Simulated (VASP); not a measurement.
Write the native input for VASP 6.6.1 that does the following.

| Item | Value |
| --- | --- |
| Task | single point |
| Functional | PBEsol |
| Potentials or basis | VASP PAW PBE potentials, release 64 (K_sv, I) |
| Cutoff | 520 eV |
| k mesh | 6 × 6 × 6 |
| Occupations | gaussian, width 0.05 eV |
| Spin | no spin polarisation |
| Dipole correction | no |
| Further INCAR settings | ALGO = Normal; EDIFF = 1e-07; NBANDS = 15 |

The structure of KI lies in POSCAR:

```
KI
1.0
    4.2911966600      0.0000000000      0.0000000000
    0.0000000000      4.2911966600      0.0000000000
    0.0000000000      0.0000000000      4.2911966600
K I
1 1
Direct
    0.0061792797      0.0061792797      0.0000000000
    0.5000000000      0.5000000000      0.5000000000
```

One way to write it, as run:

INCAR

```
SYSTEM = KI
PREC     = Accurate       ! precision mode
ENCUT    = 520            ! plane-wave cutoff, eV
EDIFF    = 1E-7           ! SCF threshold, eV
ISMEAR   = 0              ! smearing method
SIGMA    = 0.05           ! smearing width, eV
LREAL    = .False.        ! projectors in reciprocal space
LASPH    = .True.         ! aspherical terms in the spheres
NELM     = 100            ! most SCF steps
ALGO     = Normal         ! electronic algorithm
ISIF     = 2              ! what is computed and relaxed
LWAVE    = .False.        ! write WAVECAR
LCHARG   = .False.        ! write CHGCAR
GGA      = PS             ! functional
NBANDS   = 15             ! bands
```

KPOINTS

```
regular mesh
0
Gamma
  6 6 6
  0 0 0
```

Potentials or basis: VASP PAW PBE potentials, release 64 (K_sv, I).

Run with:

```sh
$ cat potpaw_PBE.64/K_sv/POTCAR potpaw_PBE.64/I/POTCAR > POTCAR
$ mpirun -np 1 vasp_std > vasp.out
```

It gave:

```json
{
 "Pressure": "-0.6 GPa",
 "Largest force": "0.017 eV/Å",
 "Band gap on the k mesh": "3.18 eV (least direct gap 3.55 eV)"
}
```

Caveat: the PAW data sets were made with another functional, which shifts forces and pressure a little; spin-orbit coupling is left out, which moves the levels of the heavy elements.

Run time: 46 s on 1 thread of Intel Xeon 8259CL, with other jobs on the host, peak memory 0.21 GiB.
